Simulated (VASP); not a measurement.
Set up this calculation in VASP 6.6.1, as the native input.

* Task: single point
* Functional: r2SCAN
* Potentials or basis: VASP PAW PBE potentials, release 64 (Ga_d, N)
* Cutoff: 520 eV
* k mesh: 12 × 12 × 6
* Occupations: gaussian, width 0.01 eV
* Spin: no spin polarisation
* Dipole correction: no
* Further INCAR settings: ALGO = Normal; EDIFF = 1e-06; NBANDS = 26

Crystal: GaN.

```
Ga N
1.0
     3.11949    0.00000    0.00000
    -1.55974    2.70155    0.00000
     0.00000    0.00000    5.23309
Ga N
2 2
Cartesian
  0.0000 1.8010 0.0087
  1.5597 0.9005 2.6253
  0.0000 1.8010 1.9537
  1.5597 0.9005 4.5702
```

This cell differs from its parent crystal: epitaxial xy strain -2.0%.

The input as run:

POSCAR

```
GaN
1.0
    3.1194863886      0.0000000000      0.0000000000
   -1.5597431943      2.7015544593      0.0000000000
    0.0000000000      0.0000000000      5.2330852249
Ga N
2 2
Direct
    0.3333333333      0.6666666667      0.0016671475
    0.6666666667      0.3333333333      0.5016671475
    0.3333333333      0.6666666667      0.3733328525
    0.6666666667      0.3333333333      0.8733328525
```

INCAR.step1

```
ALGO = Normal
EDIFF = 1E-4
ENCUT = 520
GGA = PE
ISMEAR = 0
LASPH = T
LCHARG = F
LREAL = F
LWAVE = T
NBANDS = 26
NELM = 60
PREC = Accurate
SIGMA = 0.01
```

INCAR.step2

```
ALGO = Normal
EDIFF = 1E-6
ENCUT = 520
ISIF = 2
ISMEAR = 0
ISTART = 1
LASPH = T
LCHARG = F
LMIXTAU = T
LREAL = F
LWAVE = F
METAGGA = R2SCAN
NBANDS = 26
NELM = 60
PREC = Accurate
SIGMA = 0.01
```

KPOINTS

```
k-points
0
Gamma
  12 12 6
```

Potentials or basis: VASP PAW PBE potentials, release 64 (Ga_d, N).

Launch:

```bash
$ cat potpaw_PBE.64/Ga_d/POTCAR potpaw_PBE.64/N/POTCAR > POTCAR
$ cp INCAR.step1 INCAR
$ mpirun -np 1 vasp_std > vasp.out
$ cp INCAR.step2 INCAR
$ mpirun -np 1 vasp_std > vasp.out
```

It gave:

```yaml
Pressure: 7.6 GPa
Largest_force: 0.017 eV/Å
Band_gap_on_the_k_mesh: 2.41 eV
```

Caveat: the cell differs from its parent crystal (epitaxial xy strain -2.0%); the cell stands under pressure; the PAW data sets were made with another functional, which shifts forces and pressure a little.

It took 120 s on 1 thread of Intel(R) Xeon(R) 6975P-C (Granite Rapids) (shared host), peak memory 0.21 GiB.
